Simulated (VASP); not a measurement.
Runs of VASP 6.6.1 on As. The structure is that of space group P6_3/mmc (No. 194), or close to it. The cells are those of the table. 

```tsv
task	cell	k mesh	cutoff (eV)	gap on the mesh (eV)	pressure (GPa)
single point	a = 3.140, b = 3.140, c = 4.784 Å, angles 90.0, 90.0, 120.0°, 2 atoms	13 × 13 × 8	520	none	(b)
single point	a = 3.014, b = 3.014, c = 4.593 Å, angles 90.0, 90.0, 120.0°, 2 atoms	13 × 13 × 8	520	none	7.7
single point	a = 2.970, b = 2.970, c = 4.525 Å, angles 90.0, 90.0, 120.0°, 2 atoms	13 × 13 × 8	520	none	(a)
relaxation of cell and atoms	relaxed from a = 2.958, b = 2.958, c = 4.830 Å, angles 90.0, 90.0, 120.0°, 2 atoms	12 × 12 × 7	600	none	0.0
single point	a = 3.219, b = 3.219, c = 4.904 Å, angles 90.0, 90.0, 120.0°, 2 atoms	13 × 13 × 8	520	none	-6.4
single point	a = 3.180, b = 3.180, c = 4.845 Å, angles 90.0, 90.0, 120.0°, 2 atoms	13 × 13 × 8	520	none	-4.6
single point	a = 3.057, b = 3.057, c = 4.658 Å, angles 90.0, 90.0, 120.0°, 2 atoms	13 × 13 × 8	520	none	3.6
single point	a = 3.099, b = 3.099, c = 4.722 Å, angles 90.0, 90.0, 120.0°, 2 atoms	19 × 19 × 11	520	none	0.2
```

Alike in all rows: level RPBE; potentials or basis VASP PAW PBE potentials, release 64 (As); no spin polarisation; smearing fermi-dirac 0.1 eV.

Task: Estimate the missing entries.

Result: (a) 12.9; (b) -2.5.

Caveats: the PAW data sets were made with another functional, which shifts forces and pressure a little.

A k mesh can miss the band edges, and the runs leave out spin-orbit coupling on As.

A gap of «none» marks levels without a gap at the run's occupations.
